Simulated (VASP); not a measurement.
Here is a VASP 6.6.1 calculation.

The input INCAR:

```
SYSTEM = CsH
PREC     = Accurate       ! precision mode
ENCUT    = 520            ! plane-wave cutoff, eV
EDIFF    = 1E-7           ! SCF threshold, eV
ISMEAR   = 0              ! smearing method
SIGMA    = 0.02           ! smearing width, eV
LREAL    = .FALSE.        ! projectors in reciprocal space
LASPH    = .TRUE.         ! aspherical terms in the spheres
NELM     = 100            ! most SCF steps
ALGO     = Normal         ! electronic algorithm
ISIF     = 2              ! what is computed and relaxed
LWAVE    = .FALSE.        ! write WAVECAR
LCHARG   = .FALSE.        ! write CHGCAR
GGA      = CA             ! functional
NBANDS   = 18             ! bands
```

The input KPOINTS:

```
Automatic mesh
0
G
  6 6 6
  0 0 0
```

Contents of POSCAR:

```
CsH
1.0
    3.0402690358      3.0402690358      0.0000000000
   -3.0402690358      3.0402690358      0.0000000000
    0.0000000000      0.0000000000      6.4683706497
Cs H
2 2
Direct
    0.0000000000      0.0000000000      0.0000000000
    0.5000000000      0.5000000000      0.5000000000
    0.5000000000      0.5000000000      0.0000000000
    0.0000000000      0.0000000000      0.5000000000
```

Potentials or basis: VASP PAW LDA potentials, release 64 (Cs_sv, H).

Command:

```bash
$ cat potpaw_LDA.64/Cs_sv/POTCAR potpaw_LDA.64/H/POTCAR > POTCAR
$ mpirun -np 1 vasp_std > vasp.out
```

(1) Estimate the band gap on the k mesh.

(2) What does it give for the pressure?

## Answers

(1) 1.79 eV.

(2) -0.4 GPa.

Caveat: the cell differs from its parent crystal (uniaxial strain along c: +6.0 %, then relaxed in part); spin-orbit coupling is left out, which moves the levels of the heavy elements.
